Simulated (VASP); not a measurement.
# Pb (Fd-3m) in VASP: further runs

Runs on Pb. Level: PBEsol. Tasks: relaxation of cell and atoms.

Everything below comes from runs of VASP 6.6.1. Logs are shortened: lines on timing, memory, paths and dates and some standing lists are left out, and cuts for length are marked.

### 1 The cell of the first run

The structure is cubic, space group Fd-3m (No. 227). The conventional cell has a = 6.878 Å, b = 6.878 Å, c = 6.878 Å, α = 90.00°, β = 90.00°, γ = 90.00°. Within 3.9 Å of Pb (site symmetry -43m) lie 4 Pb at 2.98 Å.

This isn't the form of Pb at room conditions, which is fcc.

### 2 Relaxation of cell and atoms, PBEsol

INCAR reads:

```
PREC = Accurate
ENCUT = 600
EDIFF = 1E-6
ISMEAR = -1
SIGMA = 0.05
LREAL = False
LASPH = True
NELM = 100
ALGO = Normal
ISIF = 3
LWAVE = False
LCHARG = False
GGA = PS
IBRION = 2
NSW = 60
EDIFFG = -0.01
```

KPOINTS reads:

```
Automatic mesh
0
Gamma
  7 7 7
```

POSCAR reads:

```
Pb
1.0
    0.0000000000      3.4390000555      3.4390000555
    3.4390000555      0.0000000000      3.4390000555
    3.4390000555      3.4390000555      0.0000000000
Pb
2
Direct
    0.2500000000      0.2500000000      0.2500000000
    0.0000000000      0.0000000000      0.0000000000
```

Potentials or basis: VASP PAW PBE potentials, release 64 (Pb_d).

On the command line:

```console
$ cat potpaw_PBE.64/Pb_d/POTCAR > POTCAR
$ mpirun -np 1 vasp_std > vasp.out
```

OUTCAR:

```text
PREC = Accurate
   ENCUT = 600
   EDIFF = 1E-6
   ISMEAR = -1
   LREAL = False
   LASPH = True
   NELM = 100
   ISIF = 3
   GGA = PS
   IBRION = 2
   NSW = 60
   EDIFFG = -0.01

 ion  position               nearest neighbor table
   1  0.250  0.250  0.250-   2 2.98   2 2.98   2 2.98   2 2.98
   2  0.000  0.000  0.000-   1 2.98   1 2.98   1 2.98   1 2.98

  LATTYP: Found a face centered cubic cell.
 ALAT       =     6.8780001110

  Lattice vectors:

 A1 = (   0.0000000000,   3.4390000555,   3.4390000555)
 A2 = (   3.4390000555,   0.0000000000,   3.4390000555)
 A3 = (   3.4390000555,   3.4390000555,   0.0000000000)

Analysis of symmetry for initial positions (statically):
=====================================================================
 Subroutine PRICEL returns:
 Original cell was already a primitive cell.

 Routine SETGRP: Setting up the symmetry group for a
 face centered cubic supercell.

 Subroutine GETGRP returns: Found 48 space group operations
 (whereof 24 operations were pure point group operations)
 out of a pool of 48 trial point group operations.

The static configuration has the point symmetry T_d .
 The point group associated with its full space group is O_h .

Analysis of symmetry for dynamics (positions and initial velocities):
=====================================================================
 Subroutine PRICEL returns:
 Original cell was already a primitive cell.

 Routine SETGRP: Setting up the symmetry group for a
 face centered cubic supercell.

 Subroutine GETGRP returns: Found 48 space group operations
 (whereof 24 operations were pure point group operations)
 out of a pool of 48 trial point group operations.

The dynamic configuration has the point symmetry T_d .
 The point group associated with its full space group is O_h .

 Subroutine INISYM returns: Found 48 space group operations
 (whereof 24 operations are pure point group operations),
 and found     1 'primitive' translations

----------------------------------------------------------------------------------------

                                     Primitive cell

  volume of cell :      81.3442

  direct lattice vectors                    reciprocal lattice vectors
     0.000000000  3.439000056  3.439000056    -0.145391100  0.145391100  0.145391100
     3.439000056  0.000000000  3.439000056     0.145391100 -0.145391100  0.145391100
     3.439000056  3.439000056  0.000000000     0.145391100  0.145391100 -0.145391100

  length of vectors
     4.863480519  4.863480519  4.863480519     0.251824772  0.251824772  0.251824772

  position of ions in fractional coordinates (direct lattice)
     0.250000000  0.250000000  0.250000000
     0.000000000  0.000000000  0.000000000

  ion indices of the primitive-cell ions
   primitive index   ion index
                 1           1
                 2           2

----------------------------------------------------------------------------------------

 KPOINTS: Automatic mesh

Automatic generation of k-mesh.
 Grid dimensions read from file:
 generate k-points for:    7    7    7

 Generating k-lattice:

  Cartesian coordinates                     Fractional coordinates (reciprocal lattice)
    -0.020770157  0.020770157  0.020770157     0.142857143  0.000000000  0.000000000
     0.020770157 -0.020770157  0.020770157     0.000000000  0.142857143  0.000000000
     0.020770157  0.020770157 -0.020770157     0.000000000  0.000000000  0.142857143

  Length of vectors
     0.035974967  0.035974967  0.035974967

  Shift w.r.t. Gamma in fractional coordinates (k-lattice)
     0.000000000  0.000000000  0.000000000

 Subroutine IBZKPT returns following result:
 ===========================================

 Found     20 irreducible k-points:

 Following reciprocal coordinates:
            Coordinates               Weight
  0.000000  0.000000  0.000000      1.000000
  0.142857  0.000000  0.000000      8.000000
  0.285714  0.000000  0.000000      8.000000
  0.428571  0.000000  0.000000      8.000000
  0.142857  0.142857  0.000000      6.000000
  0.285714  0.142857  0.000000     24.000000
[... 12 lines left out ...]
 -0.428571  0.428571  0.142857     24.000000
 -0.285714  0.428571  0.142857     24.000000
   k-points           NKPTS =     20   k-points in BZ     NKDIM =     20   number of bands    NBANDS=     18
   number of dos      NEDOS =    301   number of ions     NIONS =      2
   total plane-waves  NPLWV =  64000
   dimension x,y,z NGX =    40 NGY =   40 NGZ =   40
   dimension x,y,z NGXF=    80 NGYF=   80 NGZF=   80
   ions per type =               2
   NGX,Y,Z   is equivalent  to a cutoff of  13.67, 13.67, 13.67 a.u.
   NGXF,Y,Z  is equivalent  to a cutoff of  27.35, 27.35, 27.35 a.u.
 SYSTEM =  unknown system
   PREC   = accura    normal or accurate (medium, high low for compatibility)
   ISTART =      0    job   : 0-new  1-cont  2-samecut
   ICHARG =      2    charge: 1-file 2-atom 10-const
   ISPIN  =      1    spin polarized calculation?
   LNONCOLLINEAR =      F non collinear calculations
   LSORBIT =      F    spin-orbit coupling
   LASPH  =      T    aspherical Exc in radial PAW
   ENCUT  =  600.0 eV  44.10 Ry    6.64 a.u.   9.71  9.71  9.71*2*pi/ulx,y,z
   NELM   =    100;   NELMIN=  2; NELMDL= -5     # of ELM steps
   EDIFF  = 0.1E-05   stopping-criterion for ELM
   LREAL  =      F    real-space projection
   EDIFFG = -.1E-01   stopping-criterion for IOM
   NSW    =     60    number of steps for IOM
   IBRION =      2    ionic relax: 0-MD 1-quasi-New 2-CG
   NFREE  =      1    steps in history (QN), initial steepest desc. (CG)
   ISIF   =      3    stress and relaxation
   ISYM   =      2    0-nonsym 1-usesym 2-fastsym
   POTIM  = 0.5000    time-step for ionic-motion
   TEBEG  =    0.0;   TEEND  =   0.0 temperature during run
   PSTRESS=    0.0 pullay stress
   NELECT =      28.0000    total number of electrons
   NUPDOWN=      -1.0000    fix difference up-down
   EMIN   =  10.00;   EMAX   =-10.00  energy-range for DOS
   EFERMI =   0.00;   METHOD = LEGACY
   ISMEAR =    -1;   SIGMA  =   0.05  broadening in eV -4-tet -1-fermi 0-gaus
   EFERMI_NEDOS =   21; number of points for ismear=-14 and -15
   IALGO  =     38    algorithm
   IMIX   =      4    mixing-type and parameters
     AMIX     =   0.40;   BMIX     =  1.00
     AMIX_MAG =   1.60;   BMIX_MAG =  1.00
  volume/ion in A,a.u.               =      40.67       274.47
  Fermi-wavevector in a.u.,A,eV,Ry     =   1.147322  2.168124 17.909999  1.316348
  Thomas-Fermi vector in A             =   2.284002
   LORBIT       =      0    0 simple, 1 ext, 2 COOP (PROOUT), +10 PAW based schemes
   GGA     = PS    functional components
   LHFCALC =     F    Hartree Fock is set to
   AEXX    =    0.0000 exact exchange contribution
   IVDW    =     0    specifies the selected vdW correction
   LEPSILON=     F    determine dielectric tensor
   LRPA    =     F    only Hartree local field effects (RPA)
 conjugate gradient relaxation of ions
 non-spin polarized calculation
  energy-cutoff  :      600.00
  volume of cell :       81.34
 maximum number of plane-waves:      2734
   NGX = 19   NGY = 19   NGZ = 19

--------------------------------------- Ionic step        1  -------------------------------------------

 number of electron      28.0000004 magnetization

 Free energy of the ion-electron system (eV)
  ---------------------------------------------------
  ext. energy  EPLUGINS =         0.00000000
  ---------------------------------------------------
  free energy    TOTEN  =        -7.34929801 eV

  energy without entropy =       -7.34318997  energy(sigma->0) =       -7.34624399

------------------------ aborting loop because EDIFF is reached ----------------------------------------

  FORCE on cell =-STRESS in cart. coord.  units (eV):
  Direction    XX          YY          ZZ          XY          YZ          ZX
  --------------------------------------------------------------------------------------
  -------------------------------------------------------------------------------------
  Total        0.2243649      0.2243649      0.2243649     -0.0000000      0.0000000      0.0000000
  in kB        4.4191518      4.4191518      4.4191518     -0.0000000      0.0000000      0.0000000
  external PRESSURE =       4.4191518 kB  Pullay stress =       0.0000000 kB

 VOLUME and BASIS-vectors are now :
 -----------------------------------------------------------------------------
  energy-cutoff  :      600.00
  volume of cell :       81.34
      direct lattice vectors                 reciprocal lattice vectors
     0.000000000  3.439000056  3.439000056    -0.145391100  0.145391100  0.145391100
     3.439000056  0.000000000  3.439000056     0.145391100 -0.145391100  0.145391100
     3.439000056  3.439000056  0.000000000     0.145391100  0.145391100 -0.145391100
[... 37 lines left out ...]
 POSITION                                       TOTAL-FORCE (eV/Angst)
 -----------------------------------------------------------------------------------
      1.72881      1.72881      1.72881        -0.000000     -0.000000     -0.000000
      3.45761      3.45761      0.00000         0.000000      0.000000      0.000000
 -----------------------------------------------------------------------------------
    total drift:                               -0.000000     -0.000000      0.000000

  FREE ENERGIE OF THE ION-ELECTRON SYSTEM (eV)
  ---------------------------------------------------
  free  energy   TOTEN  =        -7.3507568250 eV

  energy  without entropy=       -7.3446210263  energy(sigma->0) =       -7.34768893

--------------------------------------- Ionic step        3  -------------------------------------------

 number of electron      28.0000003 magnetization

 Free energy of the ion-electron system (eV)
  ---------------------------------------------------
  ext. energy  EPLUGINS =         0.00000000
  ---------------------------------------------------
  free energy    TOTEN  =        -7.35080627 eV

  energy without entropy =       -7.34467519  energy(sigma->0) =       -7.34774073

 E-fermi :   4.0465     XC(G=0):  -8.5597

 val. band max:        4.0176155016   @ k =  -0.1429   0.1429   0.0000
 cond. band min:       4.0613723110   @ k =   0.1429   0.0000   0.0000
 fundamental gap:      0.0437568094
 Fermi energy:         4.0465370247

 k-point     1 :       0.0000    0.0000    0.0000
  band No.  band energies     occupation
      1     -13.0569      2.00000
      2     -13.0569      2.00000
      3     -13.0569      2.00000
      4     -12.9811      2.00000
      5     -12.9811      2.00000
      6     -12.5628      2.00000
[... 10 lines left out ...]
     17       6.4446      0.00000
     18       6.4446      0.00000
[... 419 lines left out ...]
 POSITION                                       TOTAL-FORCE (eV/Angst)
 -----------------------------------------------------------------------------------
      1.72720      1.72720      1.72720         0.000000      0.000000      0.000000
      0.00000      0.00000      0.00000        -0.000000     -0.000000     -0.000000
 -----------------------------------------------------------------------------------
    total drift:                               -0.000000     -0.000000      0.000000

  FREE ENERGIE OF THE ION-ELECTRON SYSTEM (eV)
  ---------------------------------------------------
  free  energy   TOTEN  =        -7.3508062671 eV

  energy  without entropy=       -7.3446751933  energy(sigma->0) =       -7.34774073

 reached required accuracy - stopping structural energy minimisation
```

Wall time 2.1 min (1 thread of Intel Xeon 8259CL, shared host); peak memory 0.25 GiB.

Results:

```yaml
Free_energy: -7.3508 eV
Relaxed_volume: 41.22 Å³/atom
Relaxed_cell: a = 4.885 Å, b = 4.885 Å, c = 4.885 Å, α = 60.00°, β = 60.00°, γ = 60.00°
Space_group_after_relaxing_to_0.1_Å: Fd-3m (No. 227)
Energy_gained_by_relaxing: 0.8 meV/atom
Ionic_steps: 3
Pressure_after_relaxing: 0.0 GPa
Band_gap_on_the_k_mesh: zero (bands 14 and 15 overlap by 1.09 eV)
```

The path:
| step | energy change (eV) | largest force (eV/Å) | pressure (GPa) | volume (Å³) |
| --- | --- | --- | --- | --- |
| 1 | 0.0000 | 0.0000 | 0.44 | 81.34 |
| 2 | -0.0015 | 0.0000 | -0.10 | 82.67 |
| 3 | -0.0015 | 0.0000 | 0.01 | 82.44 |

Final structure:
```xyz
2
Lattice="0.0000 3.4544 3.4544 3.4544 0.0000 3.4544 3.4544 3.4544 0.0000" Properties=species:S:1:pos:R:3 pbc="T T T"
Pb    1.7272    1.7272    1.7272
Pb    0.0000    0.0000    0.0000
```

Levels at points of the mesh, in eV from the Fermi level:
```
           k point  band 10  band 11  band 12  band 13  band 14  band 15  band 16  band 17  band 18
(0.00, 0.00, 0.00)   -16.59   -11.08    -4.02     0.40     0.40     0.40     2.40     2.40     2.40
```

Caveat: the PAW data sets were made with another functional, which shifts forces and pressure a little; spin-orbit coupling is left out, which moves the levels of the heavy elements.

### 3 Relaxation of cell and atoms, PBEsol, target pressure 2 GPa, at which the enthalpy is minimised

INCAR reads:

```
SYSTEM = Pb
PREC     = Accurate       ! precision mode
ENCUT    = 600            ! plane-wave cutoff, eV
EDIFF    = 1E-6           ! SCF threshold, eV
ISMEAR   = -1             ! smearing method
SIGMA    = 0.05           ! smearing width, eV
LREAL    = .FALSE.        ! projectors in reciprocal space
LASPH    = .TRUE.         ! aspherical terms in the spheres
NELM     = 100            ! most SCF steps
ALGO     = Normal         ! electronic algorithm
ISIF     = 3              ! what is computed and relaxed
LWAVE    = .FALSE.        ! write WAVECAR
LCHARG   = .FALSE.        ! write CHGCAR
GGA      = PS             ! functional
IBRION   = 2              ! ionic algorithm
NSW      = 60             ! ionic steps
EDIFFG   = -0.01          ! ionic threshold
PSTRESS  = 20.0
```

KPOINTS reads:

```
Automatic mesh
0
G
  7 7 7
  0 0 0
```

POSCAR is that of step 2.

Potentials or basis: VASP PAW PBE potentials, release 64 (Pb_d).

On the command line:

```console
$ cat potpaw_PBE.64/Pb_d/POTCAR > POTCAR
$ mpirun -np 1 vasp_std > vasp.out
```

Wall time 2.4 min (1 thread of Intel Xeon 8259CL, shared host); peak memory 0.25 GiB.

The run converged. Its results:

```yaml
Free_energy: -7.3237 eV
Relaxed_volume: 38.95 Å³/atom
Relaxed_cell: a = 4.794 Å, b = 4.794 Å, c = 4.794 Å, α = 60.00°, β = 60.00°, γ = 60.00°
Space_group_after_relaxing_to_0.1_Å: Fd-3m (No. 227)
Energy_change_on_relaxing_the_run_minimises_the_enthalpy: +12.8 meV/atom
Ionic_steps: 3
Pressure_after_relaxing: 2.0 GPa
Band_gap_on_the_k_mesh: zero (bands 14 and 15 overlap by 1.18 eV)
```

The path:
| step | energy change (eV) | largest force (eV/Å) | pressure (GPa) | volume (Å³) |
| --- | --- | --- | --- | --- |
| 1 | 0.0000 | 0.0000 | 0.44 | 81.34 |
| 2 | 0.0417 | 0.0000 | 2.59 | 76.78 |
| 3 | 0.0256 | 0.0000 | 1.99 | 77.90 |

Final structure:
```
Pb
1.0
     0.00000    3.38976    3.38976
     3.38976    0.00000    3.38976
     3.38976    3.38976    0.00000
Pb
2
Direct
  0.25000 0.25000 0.25000
  0.00000 0.00000 0.00000
```

Levels at points of the mesh, in eV from the Fermi level:
```csv
k point,band 12,band 13,band 14,band 15,band 16,band 17
"(0.00, 0.00, 0.00)",-3.70,0.42,0.42,0.42,2.44,2.44
```

Caveat: the cell is relaxed towards a set pressure, so the run minimises the enthalpy, not the energy; the PAW data sets were made with another functional, which shifts forces and pressure a little; spin-orbit coupling is left out, which moves the levels of the heavy elements.

### 4 Relaxation of cell and atoms, PBEsol, target pressure 5 GPa, at which the enthalpy is minimised

INCAR reads:

```
ALGO = Normal
EDIFF = 1E-6
EDIFFG = -0.01
ENCUT = 600
GGA = PS
IBRION = 2
ISIF = 3
ISMEAR = -1
LASPH = T
LCHARG = F
LREAL = F
LWAVE = F
NELM = 60
NSW = 60
PREC = Accurate
PSTRESS = 50.0
SIGMA = 0.05
```

KPOINTS reads:

```
k-points
0
Gamma
  7 7 7
```

POSCAR is that of step 3.

On the command line:

```console
$ cat potpaw_PBE.64/Pb_d/POTCAR > POTCAR
$ mpirun -np 1 vasp_std > vasp.out
```

Run time: 2.3 min. Hardware: 1 thread of Intel Xeon 8259CL, shared host; peak memory 0.25 GiB.

It converged, with:

```
Free energy                                                : -7.2206 eV
Relaxed volume                                             : 36.52 Å³/atom
Relaxed cell                                               : a = 4.692 Å, b = 4.692 Å, c = 4.692 Å, α = 60.00°, β = 60.00°, γ = 60.00°
Space group after relaxing (to 0.1 Å)                      : Fd-3m (No. 227)
Energy change on relaxing (the run minimises the enthalpy) : +64.3 meV/atom
Ionic steps                                                : 3
Pressure after relaxing                                    : 5.0 GPa
Band gap on the k mesh                                     : zero (bands 14 and 15 overlap by 1.29 eV)
```

Step by step:
```
step  energy change (eV)  largest force (eV/Å)  pressure (GPa)  volume (Å³)
   1              0.0000                0.0000            0.44        81.34
   2              0.3240                0.0000            8.90        68.47
   3              0.1287                0.0000            4.96        73.05
```

Final structure:
```yaml
crystal:
  lattice:
    - [0.00000, 3.31789, 3.31789]
    - [3.31789, 0.00000, 3.31789]
    - [3.31789, 3.31789, 0.00000]
  atoms:
    - { symbol: Pb, position: [0.25000, 0.25000, 0.25000] }
    - { symbol: Pb, position: [0.00000, 0.00000, 0.00000] }
```

Levels at points of the mesh, in eV from the Fermi level:
```
           k point  band 11  band 12  band 13  band 14  band 15  band 16  band 17  band 18
(0.00, 0.00, 0.00)   -11.85    -3.34     0.46     0.46     0.46     2.49     2.49     2.49
```

Caveat: the cell is relaxed towards a set pressure, so the run minimises the enthalpy, not the energy; the PAW data sets were made with another functional, which shifts forces and pressure a little; spin-orbit coupling is left out, which moves the levels of the heavy elements.

[end of part 1 of 2]

The gap in the log of VASP goes by the Fermi energy; the results here count the filled bands.